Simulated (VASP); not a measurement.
# TiSiTe4 (P6mm) in VASP: further runs

The runs below take TiSiTe4 through relaxation of cell and atoms, single point, with PBE.

Everything below comes from runs of VASP 6.6.1. Logs are shortened: lines on timing, memory, paths and dates and some standing lists are left out, and cuts for length are marked.

**1. The cell of the first run**

Symmetry: P6mm, No. 183, hexagonal system. The conventional cell has a = 4.344 Å, b = 4.344 Å, c = 10.001 Å, α = 90.00°, β = 90.00°, γ = 120.00°. Within 3.4 Å of Ti (site symmetry 6mm) lie 6 Te at 2.58 Å. Si (site symmetry 6mm) has 6 Te at 2.51 Å within 3.3 Å. Te (site symmetry 3m) has 3 Te at 2.51 Å and 3 Si at 2.51 Å within 3.3 Å. Within 3.3 Å of Te (site symmetry 3m) lie 3 Te at 2.51 Å and 3 Ti at 2.58 Å.

The cell was generated, and may not be a known phase.

**2. Relaxation of cell and atoms, PBE**

Contents of INCAR:

```
SYSTEM = TiSiTe4
  ALGO = Normal
  EDIFF = 1E-7
  EDIFFG = -0.04
  ENCUT = 600
  GGA = PE
  IBRION = 2
  ISIF = 3
  ISMEAR = 0
  LASPH = .True.
  LCHARG = .False.
  LREAL = .False.
  LWAVE = .False.
  NELM = 80
  NSW = 90
  PREC = Accurate
  SIGMA = 0.1
```

Contents of KPOINTS:

```
k-points
0
Gamma
  6 6 2
  0 0 0
```

Contents of POSCAR:

```
TiSiTe4
1.0
    4.3443409700      0.0000000000      0.0000000000
   -2.1721704800      3.7623096400      0.0000000000
    0.0000000000      0.0000000000     10.0011608500
Ti Si Te
1 1 4
Direct
    0.0000000000      0.0000000000      0.8736953100
    0.0000000000      0.0000000000      0.4404636000
    0.3333333300      0.6666666700      0.4232875200
    0.6666666700      0.3333333300      0.4232875200
    0.3333333300      0.6666666700      0.9329338500
    0.6666666700      0.3333333300      0.9329338500
```

Potentials or basis: VASP PAW PBE potentials, release 64 (Ti_sv, Si, Te).

The run is started by

```console
> cat potpaw_PBE.64/Ti_sv/POTCAR potpaw_PBE.64/Si/POTCAR potpaw_PBE.64/Te/POTCAR > POTCAR
> mpirun -np 1 vasp_std > vasp.out
```

OUTCAR:

```text
SYSTEM = TiSiTe4
   EDIFF = 1E-7
   EDIFFG = -0.04
   ENCUT = 600
   GGA = PE
   IBRION = 2
   ISIF = 3
   ISMEAR = 0
   LASPH = .True.
   LREAL = .False.
   NELM = 80
   NSW = 90
   PREC = Accurate

 ion  position               nearest neighbor table
   1  0.000  0.000  0.874-   5 2.58   6 2.58   5 2.58   6 2.58   6 2.58   5 2.58
   2  0.000  0.000  0.440-   3 2.51   4 2.51   3 2.51   4 2.51   4 2.51   3 2.51
   3  0.333  0.667  0.423-   4 2.51   4 2.51   4 2.51   2 2.51   2 2.51   2 2.51
   4  0.667  0.333  0.423-   3 2.51   3 2.51   3 2.51   2 2.51   2 2.51   2 2.51
   5  0.333  0.667  0.933-   6 2.51   6 2.51   6 2.51   1 2.58   1 2.58   1 2.58
   6  0.667  0.333  0.933-   5 2.51   5 2.51   5 2.51   1 2.58   1 2.58   1 2.58

  LATTYP: Found a hexagonal cell.
 ALAT       =     4.3443409700
 C/A-ratio  =     2.3021123156

  Lattice vectors:

 A1 = (   4.3443409700,   0.0000000000,   0.0000000000)
 A2 = (  -2.1721704800,   3.7623096400,   0.0000000000)
 A3 = (   0.0000000000,   0.0000000000,  10.0011608500)

Analysis of symmetry for initial positions (statically):
=====================================================================
 Subroutine PRICEL returns:
 Original cell was already a primitive cell.

 Routine SETGRP: Setting up the symmetry group for a
 hexagonal supercell.

 Subroutine GETGRP returns: Found 12 space group operations
 (whereof 12 operations were pure point group operations)
 out of a pool of 24 trial point group operations.

The static configuration has the point symmetry C_6v.

Analysis of symmetry for dynamics (positions and initial velocities):
=====================================================================
 Subroutine PRICEL returns:
 Original cell was already a primitive cell.

 Routine SETGRP: Setting up the symmetry group for a
 hexagonal supercell.

 Subroutine GETGRP returns: Found 12 space group operations
 (whereof 12 operations were pure point group operations)
 out of a pool of 24 trial point group operations.

The dynamic configuration has the point symmetry C_6v.

 Subroutine INISYM returns: Found 12 space group operations
 (whereof 12 operations are pure point group operations),
 and found     1 'primitive' translations

----------------------------------------------------------------------------------------

                                     Primitive cell

  volume of cell :     163.4665

  direct lattice vectors                    reciprocal lattice vectors
     4.344340970  0.000000000  0.000000000     0.230184511  0.132897089  0.000000000
    -2.172170480  3.762309640  0.000000000     0.000000000  0.265794178  0.000000000
     0.000000000  0.000000000 10.001160850     0.000000000  0.000000000  0.099988393

  length of vectors
     4.344340970  4.344340965 10.001160850     0.265794178  0.265794178  0.099988393

  position of ions in fractional coordinates (direct lattice)
     0.000000000  0.000000000  0.873695310
     0.000000000  0.000000000  0.440463600
     0.333333330  0.666666670  0.423287520
     0.666666670  0.333333330  0.423287520
     0.333333330  0.666666670  0.932933850
     0.666666670  0.333333330  0.932933850

  ion indices of the primitive-cell ions
   primitive index   ion index
                 1           1
                 2           2
                 3           3
                 4           4
                 5           5
                 6           6

----------------------------------------------------------------------------------------

 KPOINTS: k-points

Automatic generation of k-mesh.
 Grid dimensions read from file:
 generate k-points for:    6    6    2

 Generating k-lattice:

  Cartesian coordinates                     Fractional coordinates (reciprocal lattice)
     0.038364085  0.022149515  0.000000000     0.166666667  0.000000000  0.000000000
     0.000000000  0.044299030  0.000000000     0.000000000  0.166666667  0.000000000
     0.000000000  0.000000000  0.049994196     0.000000000  0.000000000  0.500000000

  Length of vectors
     0.044299030  0.044299030  0.049994196

  Shift w.r.t. Gamma in fractional coordinates (k-lattice)
     0.000000000  0.000000000  0.000000000

 Subroutine IBZKPT returns following result:
 ===========================================

 Found     14 irreducible k-points:

 Following reciprocal coordinates:
            Coordinates               Weight
  0.000000  0.000000  0.000000      1.000000
  0.166667  0.000000  0.000000      6.000000
  0.333333 -0.000000  0.000000      6.000000
  0.500000 -0.000000  0.000000      3.000000
  0.166667  0.166667  0.000000      6.000000
  0.333333  0.166667  0.000000     12.000000
  0.333333  0.333333  0.000000      2.000000
  0.000000  0.000000  0.500000      1.000000
  0.166667  0.000000  0.500000      6.000000
  0.333333 -0.000000  0.500000      6.000000
  0.500000 -0.000000  0.500000      3.000000
  0.166667  0.166667  0.500000      6.000000
  0.333333  0.166667  0.500000     12.000000
  0.333333  0.333333  0.500000      2.000000
   k-points           NKPTS =     14   k-points in BZ     NKDIM =     14   number of bands    NBANDS=     24
   number of dos      NEDOS =    301   number of ions     NIONS =      6
   total plane-waves  NPLWV = 103680
   dimension x,y,z NGX =    36 NGY =   36 NGZ =   80
   dimension x,y,z NGXF=    72 NGYF=   72 NGZF=  160
   ions per type =               1   1   4
   NGX,Y,Z   is equivalent  to a cutoff of  13.78, 13.78, 13.30 a.u.
   NGXF,Y,Z  is equivalent  to a cutoff of  27.55, 27.55, 26.60 a.u.
 SYSTEM =  TiSiTe4
   PREC   = accura    normal or accurate (medium, high low for compatibility)
   ISTART =      0    job   : 0-new  1-cont  2-samecut
   ICHARG =      2    charge: 1-file 2-atom 10-const
   ISPIN  =      1    spin polarized calculation?
   LNONCOLLINEAR =      F non collinear calculations
   LSORBIT =      F    spin-orbit coupling
   LASPH  =      T    aspherical Exc in radial PAW
   ENCUT  =  600.0 eV  44.10 Ry    6.64 a.u.   8.68  8.68 19.97*2*pi/ulx,y,z
   NELM   =     80;   NELMIN=  2; NELMDL= -5     # of ELM steps
   EDIFF  = 0.1E-06   stopping-criterion for ELM
   LREAL  =      F    real-space projection
   EDIFFG = -.4E-01   stopping-criterion for IOM
   NSW    =     90    number of steps for IOM
   IBRION =      2    ionic relax: 0-MD 1-quasi-New 2-CG
   NFREE  =      1    steps in history (QN), initial steepest desc. (CG)
   ISIF   =      3    stress and relaxation
   ISYM   =      2    0-nonsym 1-usesym 2-fastsym
   POTIM  = 0.5000    time-step for ionic-motion
   TEBEG  =    0.0;   TEEND  =   0.0 temperature during run
   PSTRESS=    0.0 pullay stress
   NELECT =      40.0000    total number of electrons
   NUPDOWN=      -1.0000    fix difference up-down
   EMIN   =  10.00;   EMAX   =-10.00  energy-range for DOS
   EFERMI =   0.00;   METHOD = LEGACY
   ISMEAR =     0;   SIGMA  =   0.10  broadening in eV -4-tet -1-fermi 0-gaus
   EFERMI_NEDOS =   21; number of points for ismear=-14 and -15
   IALGO  =     38    algorithm
   IMIX   =      4    mixing-type and parameters
     AMIX     =   0.40;   BMIX     =  1.00
     AMIX_MAG =   1.60;   BMIX_MAG =  1.00
  volume/ion in A,a.u.               =      27.24       183.85
  Fermi-wavevector in a.u.,A,eV,Ry     =   1.023965  1.935014 14.265774  1.048505
  Thomas-Fermi vector in A             =   2.157727
   LORBIT       =      0    0 simple, 1 ext, 2 COOP (PROOUT), +10 PAW based schemes
   GGA     = PE    functional components
   LHFCALC =     F    Hartree Fock is set to
   AEXX    =    0.0000 exact exchange contribution
   IVDW    =     0    specifies the selected vdW correction
   LEPSILON=     F    determine dielectric tensor
   LRPA    =     F    only Hartree local field effects (RPA)
 conjugate gradient relaxation of ions
 non-spin polarized calculation
 Gauss-broadening in eV      SIGMA  =   0.10
  energy-cutoff  :      600.00
  volume of cell :      163.47
 maximum number of plane-waves:      5490
 NGX is ok and might be reduce to    36
   NGX = 17   NGY = 17   NGZ = 39

--------------------------------------- Ionic step        1  -------------------------------------------

 number of electron      39.9999999 magnetization

 Free energy of the ion-electron system (eV)
  ---------------------------------------------------
  ext. energy  EPLUGINS =         0.00000000
  ---------------------------------------------------
  free energy    TOTEN  =       -11.56465169 eV

  energy without entropy =      -11.51734227  energy(sigma->0) =      -11.54099698

------------------------ aborting loop because EDIFF is reached ----------------------------------------

  FORCE on cell =-STRESS in cart. coord.  units (eV):
  Direction    XX          YY          ZZ          XY          YZ          ZX
  --------------------------------------------------------------------------------------
  -------------------------------------------------------------------------------------
  Total       73.4007286     73.4007284     -0.7723836      0.0000001      0.0000000      0.0000000
  in kB      719.4193282    719.4193271     -7.5703291      0.0000010      0.0000000      0.0000000
  external PRESSURE =     477.0894421 kB  Pullay stress =       0.0000000 kB
[... 413 lines left out ...]
     23      -0.0285      0.00000
     24      -0.0281      0.00000

------------------------ aborting loop EDIFF was not reached (unconverged)  ----------------------------

  FORCE on cell =-STRESS in cart. coord.  units (eV):
  Direction    XX          YY          ZZ          XY          YZ          ZX
  --------------------------------------------------------------------------------------
  -------------------------------------------------------------------------------------
  Total      -35.5482194    -35.5482193    -25.9615511     -0.0000001     -0.0000000     -0.0000000
  in kB     -138.6486418   -138.6486414   -101.2577806     -0.0000003     -0.0000000     -0.0000000
  external PRESSURE =    -126.1850213 kB  Pullay stress =       0.0000000 kB

 VOLUME and BASIS-vectors are now :
 -----------------------------------------------------------------------------
  energy-cutoff  :      600.00
  volume of cell :      410.78
      direct lattice vectors                 reciprocal lattice vectors
     6.908259476  0.000000003  0.000000000     0.144754262  0.083573912 -0.000000000
    -3.454129727  5.982728193 -0.000000000    -0.000000000  0.167147824 -0.000000000
     0.000000000  0.000000000  9.939050585    -0.000000000  0.000000000  0.100613232
[... 825 lines left out ...]
     23       8.8970      0.00000
     24       8.8970      0.00000

[... ionic steps 4 to 45 ...]

--------------------------------------- Ionic step       46  -------------------------------------------

 number of electron      40.0000001 magnetization

------------------------ aborting loop because EDIFF is reached ----------------------------------------

  FORCE on cell =-STRESS in cart. coord.  units (eV):
  Direction    XX          YY          ZZ          XY          YZ          ZX
  --------------------------------------------------------------------------------------
  -------------------------------------------------------------------------------------
  Total        0.0901981      0.0901981     -0.0791706      0.0000000     -0.0000000     -0.0000000
  in kB        0.9130814      0.9130814     -0.8014497      0.0000000     -0.0000000     -0.0000000
  external PRESSURE =       0.3415710 kB  Pullay stress =       0.0000000 kB
[... 65 lines left out ...]
  energy  without entropy=      -24.3500344712  energy(sigma->0) =      -24.36026511

--------------------------------------- Ionic step       48  -------------------------------------------

 number of electron      40.0000000 magnetization

 Free energy of the ion-electron system (eV)
  ---------------------------------------------------
  ext. energy  EPLUGINS =         0.00000000
  ---------------------------------------------------
  free energy    TOTEN  =       -24.37072988 eV

  energy without entropy =      -24.35055016  energy(sigma->0) =      -24.36064002

 E-fermi :   7.1898     XC(G=0):  -9.9193

 val. band max:        7.1665032222   @ k =   0.3333   0.1667   0.0000
 cond. band min:       7.2069358159   @ k =   0.5000  -0.0000   0.5000
 fundamental gap:      0.0404325937
 Fermi energy:         7.1898101551

 k-point     1 :       0.0000    0.0000    0.0000
  band No.  band energies     occupation
      1     -50.5511      2.00000
      2     -26.8265      2.00000
      3     -26.7687      2.00000
      4     -26.7687      2.00000
      5      -6.4337      2.00000
      6      -4.6466      2.00000
[... 400 lines left out ...]
  FREE ENERGIE OF THE ION-ELECTRON SYSTEM (eV)
  ---------------------------------------------------
  free  energy   TOTEN  =       -24.3707298849 eV

  energy  without entropy=      -24.3505501611  energy(sigma->0) =      -24.36064002

 reached required accuracy - stopping structural energy minimisation
```

Wall time 34 min (1 thread of Intel Xeon 6975P-C (Granite Rapids), shared host); peak memory 0.38 GiB.

What came out:

```
Free energy                           : -24.3707 eV
Relaxed volume                        : 26.40 Å³/atom
Relaxed cell                          : a = 5.381 Å, b = 5.381 Å, c = 6.319 Å, α = 90.00°, β = 90.00°, γ = 120.00°
Space group after relaxing (to 0.1 Å) : P6mm (No. 183)
Energy gained by relaxing             : 2134.3 meV/atom
Ionic steps                           : 48
Pressure after relaxing               : 0.0 GPa
Largest force after relaxing          : 0.034 eV/Å
Band gap on the k mesh                : zero (bands 20 and 21 overlap by 0.95 eV)
```

Forces on the atoms (eV/Å):
```
Ti   0.000  0.000 -0.010
Si   0.000  0.000 -0.008
Te   0.000  0.000 -0.025
Te   0.000  0.000 -0.025
Te   0.000  0.000  0.034
Te   0.000  0.000  0.034
```

The path:
```tsv
step	energy change (eV)	largest force (eV/Å)	pressure (GPa)	volume (Å³)
1	0.0000	1.9609	47.71	163.47
3	-10.0556	0.5496	-4.26	258.83
5	-10.5660	0.8948	0.02	229.80
7	-10.5731	0.8725	-0.36	231.56
9	-10.9793	1.1988	-0.95	216.20
11	-12.1522	2.2907	7.45	145.45
13	-12.3650	0.6753	0.78	162.15
15	-12.5070	0.7867	4.21	150.99
17	-12.5764	0.9066	2.93	153.63
19	-12.6243	0.7087	1.83	156.00
21	-12.6657	0.3990	-0.36	161.39
23	-12.6842	0.3982	-0.27	160.68
25	-12.6876	0.3993	-0.19	160.22
27	-12.7056	0.2166	0.08	158.98
29	-12.7204	0.3200	0.26	157.77
31	-12.7344	0.3812	-0.98	160.64
33	-12.7503	0.3406	-0.95	160.28
35	-12.7618	0.3231	-0.73	158.68
37	-12.7837	0.2581	-0.24	157.78
39	-12.7884	0.2350	0.20	156.76
41	-12.8016	0.0890	0.33	157.39
43	-12.8037	0.0633	-0.03	158.50
45	-12.8048	0.0419	-0.01	158.41
47	-12.8058	0.0466	0.01	158.32
48	-12.8061	0.0335	-0.04	158.43
```

Final structure:
```xyz
6
Lattice="5.3806 0.0000 0.0000 -2.6903 4.6598 0.0000 0.0000 0.0000 6.3188" Properties=species:S:1:pos:R:3 pbc="T T T"
Ti    0.0000    0.0000    5.4620
Si    0.0000    0.0000    2.7978
Te    0.0000    3.1065    2.7152
Te    2.6903    1.5533    2.7152
Te    0.0000    3.1065    5.8765
Te    2.6903    1.5533    5.8765
```

Caveat: a cell axis changed by over 15 % at a fixed basis, so the end point is rough; spin-orbit coupling is left out, which moves the levels of the heavy elements.

**3. Single point, PBE**

This run uses another cell than the first one, of 28.88 Å³/atom.

Contents of INCAR:

```
  PREC = Accurate
  ENCUT = 520
  EDIFF = 1E-7
  ISMEAR = 0
  SIGMA = 0.1
  LREAL = False
  LASPH = True
  NELM = 100
  ALGO = Normal
  ISIF = 2
  LWAVE = False
  LCHARG = False
  GGA = PE
  NBANDS = 29
```

Contents of KPOINTS:

```
Automatic mesh
0
Gamma
  12 12 6
```

Contents of POSCAR:

```
TiSiTe4
1.0
    5.2015577190      0.0000000000      0.0000000000
   -2.6007788595      4.5046811239      0.0000000000
    0.0000000000      0.0000000000      7.3952522202
Ti Si Te
1 1 4
Direct
    0.0000000000      0.0000000000      0.8775305934
    0.0000000000      0.0000000000      0.5288661334
    0.3333333333      0.6666666667      0.4070028113
    0.6666666667      0.3333333333      0.4070028113
    0.3333333333      0.6666666667      0.9030996503
    0.6666666667      0.3333333333      0.9030996503
```

Potentials or basis: VASP PAW PBE potentials, release 64 (Ti_sv, Si, Te).

The run is started by

```console
> cat potpaw_PBE.64/Ti_sv/POTCAR potpaw_PBE.64/Si/POTCAR potpaw_PBE.64/Te/POTCAR > POTCAR
> mpirun -np 1 vasp_std > vasp.out
```

Run time: 5.1 min. Hardware: 1 thread of Intel Xeon 6975P-C (Granite Rapids), shared host; peak memory 0.54 GiB.

Results (log left out):

```
Free energy            : -24.0346 eV
Pressure               : 0.0 GPa
Largest force          : 0.007 eV/Å
Band gap on the k mesh : zero (bands 20 and 21 overlap by 1.08 eV)
```

Forces in eV/Å, atoms in the order of the input:
```
Ti   0.000  0.000  0.000
Si   0.000  0.000 -0.007
Te   0.000  0.000  0.001
Te   0.000  0.000  0.001
Te   0.000  0.000  0.002
Te   0.000  0.000  0.002
```

Levels at points of the mesh, in eV from the Fermi level:
```
           k point  band 16  band 17  band 18  band 19  band 20  band 21  band 22  band 23  band 24  band 25
(0.00, 0.00, 0.00)    -2.60    -1.37    -1.08    -1.00    -1.00    -0.66     0.35     0.35     1.77     1.96
(0.50, 0.00, 0.00)    -0.90    -0.65    -0.20     0.06     0.38     0.63     0.72     1.00     1.24     1.32
(0.00, 0.00, 0.50)    -2.56    -2.56    -1.16    -1.16    -0.66     0.02     0.16     0.48     0.48     1.83
(0.50, 0.00, 0.50)    -1.53    -1.19    -0.89     0.01     0.19     0.37     0.58     0.97     1.23     1.48
```

Caveat: spin-orbit coupling is left out, which moves the levels of the heavy elements; this functional lacks dispersion, which binds layers or chains, so the pressure and a relaxed spacing across them are unreliable.

**4. Single point, PBE**

This run uses another cell than the first one, of 28.88 Å³/atom.

Contents of INCAR:

```
SYSTEM = TiSiTe4
PREC     = Accurate       ! precision mode
ENCUT    = 520            ! plane-wave cutoff, eV
EDIFF    = 1E-7           ! SCF threshold, eV
ISMEAR   = 0              ! smearing method
SIGMA    = 0.1            ! smearing width, eV
LREAL    = .False.        ! projectors in reciprocal space
LASPH    = .True.         ! aspherical terms in the spheres
NELM     = 100            ! most SCF steps
ALGO     = Normal         ! electronic algorithm
ISIF     = 2              ! what is computed and relaxed
LWAVE    = .False.        ! write WAVECAR
LCHARG   = .False.        ! write CHGCAR
GGA      = PE             ! functional
NBANDS   = 29             ! bands
```

Contents of KPOINTS:

```
regular mesh
0
Gamma
  12 12 6
  0 0 0
```

POSCAR is that of step 3.

The run is started by

```console
> cat potpaw_PBE.64/Ti_sv/POTCAR potpaw_PBE.64/Si/POTCAR potpaw_PBE.64/Te/POTCAR > POTCAR
> mpirun -np 1 vasp_std > vasp.out
```

It took 4.2 min on 1 thread of Intel Xeon 6975P-C (Granite Rapids), shared host; peak memory 0.53 GiB.

Results (log left out):

| Quantity | Value |
| --- | --- |
| Free energy | -24.0346 eV |
| Pressure | 0.0 GPa |
| Largest force | 0.007 eV/Å |
| Band gap on the k mesh | zero (bands 20 and 21 overlap by 1.08 eV) |

Forces on the atoms (eV/Å):
```
Ti   0.000  0.000  0.000
Si   0.000  0.000 -0.007
Te   0.000  0.000  0.001
Te   0.000  0.000  0.001
Te   0.000  0.000  0.002
Te   0.000  0.000  0.002
```

Levels at points of the mesh, in eV from the Fermi level:
| k point | band 18 | band 19 | band 20 | band 21 | band 22 | band 23 |
| --- | --- | --- | --- | --- | --- | --- |
| (0.00, 0.00, 0.00) | -1.08 | -1.00 | -1.00 | -0.66 | 0.35 | 0.35 |
| (0.50, 0.00, 0.00) | -0.20 | 0.06 | 0.38 | 0.63 | 0.72 | 1.00 |
| (0.00, 0.00, 0.50) | -1.16 | -1.16 | -0.66 | 0.02 | 0.16 | 0.48 |
| (0.50, 0.00, 0.50) | -0.89 | 0.01 | 0.19 | 0.37 | 0.58 | 0.97 |

Caveat: spin-orbit coupling is left out, which moves the levels of the heavy elements; this functional lacks dispersion, which binds layers or chains, so the pressure and a relaxed spacing across them are unreliable.

The gap in the log of VASP goes by the Fermi energy; the results here count the filled bands.